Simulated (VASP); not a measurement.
# Ir (Im-3m) in VASP: relaxation of cell and atoms with r2SCAN

Aim: the relaxation of cell and atoms of Ir with r2SCAN.

All numbers are computed with VASP 6.6.1; they aren't measurements. Logs are shortened: lines on timing, memory, paths and dates and some standing lists are left out, and cuts for length are marked.

**1. The cell of the first run**

The structure is cubic, space group Im-3m (No. 229). The conventional cell has a = 3.158 Å, b = 3.158 Å, c = 3.158 Å, α = 90.00°, β = 90.00°, γ = 90.00°. Within 3.6 Å of Ir (site symmetry m-3m) lie 14 Ir at 2.73 to 3.16 Å.

This isn't the form of Ir at room conditions, which is fcc.

**2. Relaxation of cell and atoms, r2SCAN**

Input file POSCAR:

```
Ir
1.0
   -1.5788553348      1.5788553348      1.5788553348
    1.5788553348     -1.5788553348      1.5788553348
    1.5788553348      1.5788553348     -1.5788553348
Ir
1
Direct
    0.0000000000      0.0000000000      0.0000000000
```

Input file INCAR.step1:

```
SYSTEM = Ir
PREC = Accurate
ENCUT = 620
ISMEAR = 0
SIGMA = 0.1
LREAL = .FALSE.
LASPH = .TRUE.
NELM = 120
GGA = PE
ALGO = Normal
EDIFF = 1E-5
LWAVE = .TRUE.
LCHARG = .FALSE.
GGA_COMPAT = .FALSE.
IBRION = 2
ISIF = 3
EDIFFG = -0.005
NELMIN = 4
NSW = 100
```

Input file INCAR.step2:

```
SYSTEM = Ir
PREC = Accurate
ENCUT = 620
EDIFF = 1E-7
ISMEAR = 0
SIGMA = 0.1
LREAL = .FALSE.
LASPH = .TRUE.
NELM = 120
ALGO = Normal
ISIF = 3
LWAVE = .FALSE.
LCHARG = .FALSE.
METAGGA = R2SCAN
LMIXTAU = .TRUE.
IBRION = 2
NSW = 90
EDIFFG = -0.04
ISTART = 1
GGA_COMPAT = .FALSE.
NELMIN = 4
```

Input file KPOINTS:

```
regular mesh
0
G
  8 8 8
  0 0 0
```

Potentials or basis: VASP PAW PBE potentials, release 64 (Ir_sv_GW).

The run is started by

```
cat potpaw_PBE.64/Ir_sv_GW/POTCAR > POTCAR
cp INCAR.step1 INCAR
mpirun -np 1 vasp_std > vasp.out
cp INCAR.step2 INCAR
mpirun -np 1 vasp_std > vasp.out
```

OUTCAR:

```text
SYSTEM = Ir
   PREC = Accurate
   ENCUT = 620
   EDIFF = 1E-7
   ISMEAR = 0
   LREAL = .FALSE.
   LASPH = .TRUE.
   NELM = 120
   ISIF = 3
   METAGGA = R2SCAN
   IBRION = 2
   NSW = 90
   EDIFFG = -0.04
   ISTART = 1
   NELMIN = 4

 ion  position               nearest neighbor table
   1  0.000  0.000  0.000-

  LATTYP: Found a body centered cubic cell.
 ALAT       =     3.1577106696

  Lattice vectors:

 A1 = (  -1.5788553348,   1.5788553348,   1.5788553348)
 A2 = (   1.5788553348,  -1.5788553348,   1.5788553348)
 A3 = (   1.5788553348,   1.5788553348,  -1.5788553348)

Analysis of symmetry for initial positions (statically):
=====================================================================
 Subroutine PRICEL returns:
 Original cell was already a primitive cell.

 Routine SETGRP: Setting up the symmetry group for a
 body centered cubic supercell.

 Subroutine GETGRP returns: Found 48 space group operations
 (whereof 48 operations were pure point group operations)
 out of a pool of 48 trial point group operations.

The static configuration has the point symmetry O_h .

Analysis of symmetry for dynamics (positions and initial velocities):
=====================================================================
 Subroutine PRICEL returns:
 Original cell was already a primitive cell.

 Routine SETGRP: Setting up the symmetry group for a
 body centered cubic supercell.

 Subroutine GETGRP returns: Found 48 space group operations
 (whereof 48 operations were pure point group operations)
 out of a pool of 48 trial point group operations.

The dynamic configuration has the point symmetry O_h .

 Subroutine INISYM returns: Found 48 space group operations
 (whereof 48 operations are pure point group operations),
 and found     1 'primitive' translations

----------------------------------------------------------------------------------------

                                     Primitive cell

  volume of cell :      15.7430

  direct lattice vectors                    reciprocal lattice vectors
    -1.578855335  1.578855335  1.578855335     0.000000000  0.316685126  0.316685126
     1.578855335 -1.578855335  1.578855335     0.316685126  0.000000000  0.316685126
     1.578855335  1.578855335 -1.578855335     0.316685126  0.316685126  0.000000000

  length of vectors
     2.734657658  2.734657658  2.734657658     0.447860400  0.447860400  0.447860400

  position of ions in fractional coordinates (direct lattice)
     0.000000000  0.000000000  0.000000000

  ion indices of the primitive-cell ions
   primitive index   ion index
                 1           1

----------------------------------------------------------------------------------------

 KPOINTS: regular mesh

Automatic generation of k-mesh.
 Grid dimensions read from file:
 generate k-points for:    8    8    8

 Generating k-lattice:

  Cartesian coordinates                     Fractional coordinates (reciprocal lattice)
     0.000000000  0.039585641  0.039585641     0.125000000  0.000000000  0.000000000
     0.039585641  0.000000000  0.039585641     0.000000000  0.125000000  0.000000000
     0.039585641  0.039585641  0.000000000     0.000000000  0.000000000  0.125000000

  Length of vectors
     0.055982550  0.055982550  0.055982550

  Shift w.r.t. Gamma in fractional coordinates (k-lattice)
     0.000000000  0.000000000  0.000000000

 Subroutine IBZKPT returns following result:
 ===========================================

 Found     29 irreducible k-points:

 Following reciprocal coordinates:
            Coordinates               Weight
  0.000000  0.000000  0.000000      1.000000
  0.125000  0.000000  0.000000     12.000000
  0.250000  0.000000  0.000000     12.000000
  0.375000  0.000000  0.000000     12.000000
  0.500000  0.000000  0.000000      6.000000
  0.125000  0.125000  0.000000     24.000000
[... 16 lines left out ...]
 -0.250000  0.250000  0.250000      6.000000
 -0.375000  0.375000  0.250000     24.000000
 [... further k-points ...]
   k-points           NKPTS =     29   k-points in BZ     NKDIM =     29   number of bands    NBANDS=     12
   number of dos      NEDOS =    301   number of ions     NIONS =      1
   total plane-waves  NPLWV =  13824
   dimension x,y,z NGX =    24 NGY =   24 NGZ =   24
   dimension x,y,z NGXF=    48 NGYF=   48 NGZF=   48
   ions per type =               1
   NGX,Y,Z   is equivalent  to a cutoff of  14.59, 14.59, 14.59 a.u.
   NGXF,Y,Z  is equivalent  to a cutoff of  29.18, 29.18, 29.18 a.u.
 SYSTEM =  Ir
   PREC   = accura    normal or accurate (medium, high low for compatibility)
   ISTART =      1    job   : 0-new  1-cont  2-samecut
   ICHARG =      0    charge: 1-file 2-atom 10-const
   ISPIN  =      1    spin polarized calculation?
   LNONCOLLINEAR =      F non collinear calculations
   LSORBIT =      F    spin-orbit coupling
   LASPH  =      T    aspherical Exc in radial PAW
   ENCUT  =  620.0 eV  45.57 Ry    6.75 a.u.   5.55  5.55  5.55*2*pi/ulx,y,z
   NELM   =    120;   NELMIN=  4; NELMDL=  0     # of ELM steps
   EDIFF  = 0.1E-06   stopping-criterion for ELM
   LREAL  =      F    real-space projection
   EDIFFG = -.4E-01   stopping-criterion for IOM
   NSW    =     90    number of steps for IOM
   IBRION =      2    ionic relax: 0-MD 1-quasi-New 2-CG
   NFREE  =      1    steps in history (QN), initial steepest desc. (CG)
   ISIF   =      3    stress and relaxation
   ISYM   =      2    0-nonsym 1-usesym 2-fastsym
   POTIM  = 0.5000    time-step for ionic-motion
   TEBEG  =    0.0;   TEEND  =   0.0 temperature during run
   PSTRESS=    0.0 pullay stress
   NELECT =      17.0000    total number of electrons
   NUPDOWN=      -1.0000    fix difference up-down
   EMIN   =  10.00;   EMAX   =-10.00  energy-range for DOS
   EFERMI =   0.00;   METHOD = LEGACY
   ISMEAR =     0;   SIGMA  =   0.10  broadening in eV -4-tet -1-fermi 0-gaus
   EFERMI_NEDOS =   21; number of points for ismear=-14 and -15
   IALGO  =     38    algorithm
   IMIX   =      4    mixing-type and parameters
     AMIX     =   0.40;   BMIX     =  1.00
     AMIX_MAG =   1.60;   BMIX_MAG =  1.00
  volume/ion in A,a.u.               =      15.74       106.24
  Fermi-wavevector in a.u.,A,eV,Ry     =   1.679560  3.173908 38.380961  2.820921
  Thomas-Fermi vector in A             =   2.763450
   LORBIT       =      0    0 simple, 1 ext, 2 COOP (PROOUT), +10 PAW based schemes
   METAGGA = R2SCAN    functional components
   LHFCALC =     F    Hartree Fock is set to
   AEXX    =    0.0000 exact exchange contribution
   IVDW    =     0    specifies the selected vdW correction
   LEPSILON=     F    determine dielectric tensor
   LRPA    =     F    only Hartree local field effects (RPA)
 conjugate gradient relaxation of ions
 non-spin polarized calculation
 Gauss-broadening in eV      SIGMA  =   0.10
  energy-cutoff  :      620.00
  volume of cell :       15.74
 maximum number of plane-waves:       586
 NGX is ok and might be reduce to    24
   NGX = 11   NGY = 11   NGZ = 11

--------------------------------------- Ionic step        1  -------------------------------------------

 number of electron      17.0000000 magnetization

 Free energy of the ion-electron system (eV)
  ---------------------------------------------------
  ext. energy  EPLUGINS =         0.00000000
  ---------------------------------------------------
  free energy    TOTEN  =       -52.14312700 eV

  energy without entropy =      -52.12901105  energy(sigma->0) =      -52.13606902

------------------------ aborting loop because EDIFF is reached ----------------------------------------

  FORCE on cell =-STRESS in cart. coord.  units (eV):
  Direction    XX          YY          ZZ          XY          YZ          ZX
  --------------------------------------------------------------------------------------
  -------------------------------------------------------------------------------------
  Total       -1.8873499     -1.8873499     -1.8873499     -0.0000000      0.0000000     -0.0000000
  in kB     -192.0772784   -192.0772784   -192.0772784     -0.0000000      0.0000000     -0.0000000
  external PRESSURE =    -192.0772784 kB  Pullay stress =       0.0000000 kB
[... 125 lines left out ...]
  energy  without entropy=      -52.1959332733  energy(sigma->0) =      -52.20277360

--------------------------------------- Ionic step        5  -------------------------------------------

 number of electron      17.0000000 magnetization

 Free energy of the ion-electron system (eV)
  ---------------------------------------------------
  ext. energy  EPLUGINS =         0.00000000
  ---------------------------------------------------
  free energy    TOTEN  =       -52.20966907 eV

  energy without entropy =      -52.19600262  energy(sigma->0) =      -52.20283585

 E-fermi :  11.6752     XC(G=0): -15.5848

 val. band max:       11.6750663763   @ k =   0.3750   0.1250   0.1250
 cond. band min:      11.6771521521   @ k =   0.2500   0.2500   0.1250
 fundamental gap:      0.0020857758
 Fermi energy:        11.6752312583

 k-point     1 :       0.0000    0.0000    0.0000
  band No.  band energies     occupation
      1     -82.7738      2.00000
      2     -38.6325      2.00000
      3     -38.6325      2.00000
      4     -38.6325      2.00000
      5       0.8717      2.00000
      6       8.0632      2.00000
      7       8.0632      2.00000
      8       8.0632      2.00000
      9      11.1206      2.00000
     10      11.1206      2.00000
     11      28.7602      0.00000
     12      28.7602      0.00000
[... 331 lines left out ...]
 k-point    24 :      -0.3750    0.3750    0.2500
  band No.  band energies     occupation
      1     -82.6877      2.00000
      2     -39.1993      2.00000
      3     -38.9982      2.00000
      4     -38.9197      2.00000
      5       5.7352      2.00000
      6       6.3759      2.00000
      7       8.9170      2.00000
      8       9.7153      2.00000
      9      12.2858      0.00000
     10      14.1034      0.00000
     11      24.1897      0.00000
     12      27.0445      0.00000

 [... further k-points ...]

------------------------ aborting loop because EDIFF is reached ----------------------------------------

  FORCE on cell =-STRESS in cart. coord.  units (eV):
  Direction    XX          YY          ZZ          XY          YZ          ZX
  --------------------------------------------------------------------------------------
  -------------------------------------------------------------------------------------
  Total        0.0009041      0.0009041      0.0009041      0.0000000      0.0000000      0.0000000
  in kB        0.0985003      0.0985003      0.0985003      0.0000000      0.0000000      0.0000000
  external PRESSURE =       0.0985003 kB  Pullay stress =       0.0000000 kB
[... 16 lines left out ...]
  FREE ENERGIE OF THE ION-ELECTRON SYSTEM (eV)
  ---------------------------------------------------
  free  energy   TOTEN  =       -52.2096690696 eV

  energy  without entropy=      -52.1960026221  energy(sigma->0) =      -52.20283585

 reached required accuracy - stopping structural energy minimisation
```

It took 3.7 min on 1 thread of AMD EPYC 7R13 (Zen 3), shared host; peak memory 0.13 GiB.

Results:

```
Free energy                           : -52.2097 eV
Relaxed volume                        : 14.71 Å³/atom
Relaxed cell                          : a = 2.673 Å, b = 2.673 Å, c = 2.673 Å, α = 109.47°, β = 109.47°, γ = 109.47°
Space group after relaxing (to 0.1 Å) : Im-3m (No. 229)
Pressure after relaxing               : 0.0 GPa
Band gap on the k mesh                : zero (an odd number of electrons rules out a gap without spin polarisation)
```

Final structure:
```xyz
1
Lattice="-1.5434 1.5434 1.5434 1.5434 -1.5434 1.5434 1.5434 1.5434 -1.5434" Properties=species:S:1:pos:R:3 pbc="T T T"
Ir    0.0000    0.0000    0.0000
```

Caveat: the PAW data sets were made with another functional, which shifts forces and pressure a little; spin-orbit coupling is left out, which moves the levels of the heavy elements.
